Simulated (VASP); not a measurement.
C:

```xyz
2
Lattice="2.5221 0.0000 0.0000 1.2610 2.1842 0.0000 1.2610 0.7281 2.0593" Properties=species:S:1:pos:R:3 pbc="T T T"
C     0.0000    0.0000    0.0000
C     1.2610    0.7281    0.5148
```

Base run:

- Program: VASP 6.6.1
- Functional: r2SCAN
- Potentials or basis: VASP PAW PBE potentials, release 64 (C)
- Cutoff: 520 eV
- k mesh: 10 × 10 × 10
- Occupations: fermi-dirac, width 0.01 eV
- Spin: no spin polarisation

Its results: band gap on the k mesh 4.37 eV, indirect (least direct gap 5.84 eV); pressure -1.3 GPa.

Question: The run is repeated on the same cell with these changes: functional from r2SCAN to PBEsol; further incar settings from ALGO = Normal; EDIFF = 1e-06; NBANDS = 11 to ALGO = Normal; EDIFF = 1e-07; NBANDS = 11. What comes out?

Answer: Band gap on the k mesh 4.04 eV, indirect (least direct gap 5.54 eV); pressure -3.8 GPa.

Caveats: the PAW data sets were made with another functional, which shifts forces and pressure a little.

A k mesh can miss the band edges.
